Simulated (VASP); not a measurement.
A run of VASP 6.6.1 is set up as follows.

Contents of INCAR:

```
SYSTEM = Mg
PREC = Accurate ; ENCUT = 520
EDIFF = 1E-6 ; ISMEAR = 0
SIGMA = 0.15 ; LREAL = .FALSE.
LASPH = .TRUE. ; NELM = 100
ALGO = Normal ; ISIF = 2
LWAVE = .FALSE. ; LCHARG = .FALSE.
GGA = PE ; NBANDS = 7
```

Contents of KPOINTS:

```
regular mesh
0
G
  18 18 18
  0 0 0
```

Contents of POSCAR:

```
Mg
1.0
   -1.7528208961      1.7727644967      1.7528208961
    1.7927080973     -1.7727644967      1.7927080973
    1.7528208961      1.7727644967     -1.7528208961
Mg
1
Direct
    0.0000000000      0.0000000000      0.0000000000
```

Potentials or basis: VASP PAW PBE potentials, release 64 (Mg).

Command:

```bash
$ cat potpaw_PBE.64/Mg/POTCAR > POTCAR
$ mpirun -np 1 vasp_std > vasp.out
```

Q: What does it give for the pressure?

A: 1.0 GPa.

Q: Estimate the band gap on the k mesh.

A: Zero (band 1 reaches 6.69 eV, above the bottom of band 2 at 1.74 eV).

Stress tensor (GPa, compression positive):
```
 0.93  0.00 -0.87
 0.00  1.00  0.00
-0.87  0.00  0.93
```

Caveat: the cell differs from its parent crystal (strain +0.0225 x Voigt [0, 0, 0, 0, 1, 0]).
